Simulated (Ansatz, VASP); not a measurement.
**Al2Cu: VASP beside Ansatz**

```
CELL_PARAMETERS angstrom
-2.02463 2.02463 2.86301
2.02463 -2.02463 2.86301
2.02463 2.02463 -2.86301
ATOMIC_POSITIONS crystal
Al 0.75000 0.25617 0.50617
Al 0.25000 0.74383 0.49383
Cu 0.50000 0.50000 0.00000
```

Change from the starting cell: mode 7 (289.8 1/cm) frozen in, largest displacement +0.025 Å.

Alike in both runs: task single point; functional PBEsol; k mesh 16 × 16 × 16; occupations gaussian, width 0.15 eV; no spin polarisation.

|  | VASP | Ansatz |
| --- | --- | --- |
| version | VASP 6.6.1 | Ansatz 0.2.0 |
| potentials or method | VASP PAW PBE potentials, release 64 (Al, Cu), cutoff 520 eV | scalar-relativistic, plane waves, PAW |
| valence electrons in the cell | 17 | 25 |

|  | VASP | Ansatz | Ansatz less VASP |
| --- | --- | --- | --- |
| gap on the k mesh at the Fermi level (eV) | none | none | - |
| pressure (GPa) | 0.4 | 0.1 | -0.29 |
| traceless stress, the component that is largest in VASP (GPa) | -0.87 | -0.86 | +0.008 |
| rms of the force components (eV/Å) | 0.099 | 0.098 | -0.0003 |

VASP's potentials were made for PBE, not for PBEsol. Atom by atom the forces differ by 0.000 eV/Å (rms over components). A gap of «none» marks a metal or a gap that the smearing closes. VASP's potentials hold 17 valence electrons a cell and Ansatz's 25, so a difference there can come from the potentials and not from the codes.
